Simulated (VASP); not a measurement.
Set up this calculation in VASP 6.6.1, as the native input.

- Task: single point
- Functional: PBEsol
- Potentials or basis: VASP PAW PBE potentials, release 64 (Sn_d)
- Cutoff: 520 eV
- k mesh: 8 × 8 × 8
- Occupations: methfessel-paxton, width 0.1 eV
- Spin: no spin polarisation
- Dipole correction: no
- Further INCAR settings: ALGO = Normal; EDIFF = 1e-06; NBANDS = 13

The structure of Sn lies in POSCAR:

```
Sn
1.0
   -1.7265390000      1.7755470000      2.3383420000
    1.7265390000     -1.7755470000      2.3383420000
    1.7265390000      1.7755470000     -2.3383420000
Sn
1
Direct
    0.0000000000      0.0000000000      0.0000000000
```

One way to write it, as run:

INCAR

```
PREC     = Accurate       # precision mode
ENCUT    = 520            # plane-wave cutoff, eV
EDIFF    = 1E-6           # SCF threshold, eV
ISMEAR   = 1              # smearing method
SIGMA    = 0.1            # smearing width, eV
LREAL    = F              # projectors in reciprocal space
LASPH    = T              # aspherical terms in the spheres
NELM     = 60             # most SCF steps
ALGO     = Normal         # electronic algorithm
ISIF     = 2              # what is computed and relaxed
LWAVE    = F              # write WAVECAR
LCHARG   = T              # write CHGCAR
GGA      = PS             # functional
LELF     = T              # ELF
LVHAR    = T            
NBANDS   = 13             # bands
```

KPOINTS

```
Automatic mesh
0
Gamma
  8 8 8
```

Potentials or basis: VASP PAW PBE potentials, release 64 (Sn_d).

Launch:

```sh
$ cat potpaw_PBE.64/Sn_d/POTCAR > POTCAR
$ mpirun -np 1 vasp_std > vasp.out
```

Results of the run:

The pressure is -3.8 GPa and the band gap on the k mesh is zero (band 7 reaches 14.37 eV, above the bottom of band 8 at 5.81 eV).

Caveat: the PAW data sets were made with another functional, which shifts forces and pressure a little; spin-orbit coupling is left out, which moves the levels of the heavy elements.

Wall time 14 s on 1 thread of Intel(R) Xeon(R) 6975P-C (Granite Rapids), on a shared host, peak memory 0.17 GiB.
